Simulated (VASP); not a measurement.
Here is a VASP 6.6.1 calculation.

The input INCAR:

```
PREC = Accurate
ENCUT = 520
EDIFF = 1E-6
ISMEAR = 0
SIGMA = 0.05
LREAL = F
LASPH = T
NELM = 100
ALGO = Normal
ISIF = 2
LWAVE = F
LCHARG = T
GGA = CA
LELF = T
LVHAR = T
NBANDS = 24
```

The input KPOINTS:

```
Automatic mesh
0
Gamma
  6 6 6
```

File POSCAR:

```
ScF3
1.0
    4.2128085139     -0.8425617028     -0.8425617028
   -0.8425617028      4.2128085139     -0.8425617028
   -0.8425617028     -0.8425617028      4.2128085139
Sc F
1 3
Direct
    0.0000000000      0.0000000000      0.0000000000
    0.5000000000      0.0000000000      0.0000000000
    0.0000000000      0.5000000000      0.0000000000
    0.0000000000      0.0000000000      0.5000000000
```

Potentials or basis: VASP PAW LDA potentials, release 64 (Sc_sv, F).

Run with:

```console
$ cat potpaw_LDA.64/Sc_sv/POTCAR potpaw_LDA.64/F/POTCAR > POTCAR
$ mpirun -np 1 vasp_std > vasp.out
```

Predict the band gap on the k mesh.

2.62 eV, indirect (least direct gap 2.73 eV).

Predict the pressure.

-16.6 GPa.

Stress tensor (GPa, compression positive):
```
-16.63   9.18   9.18
  9.18 -16.63   9.18
  9.18   9.18 -16.63
```

 A k mesh can miss the band edges.
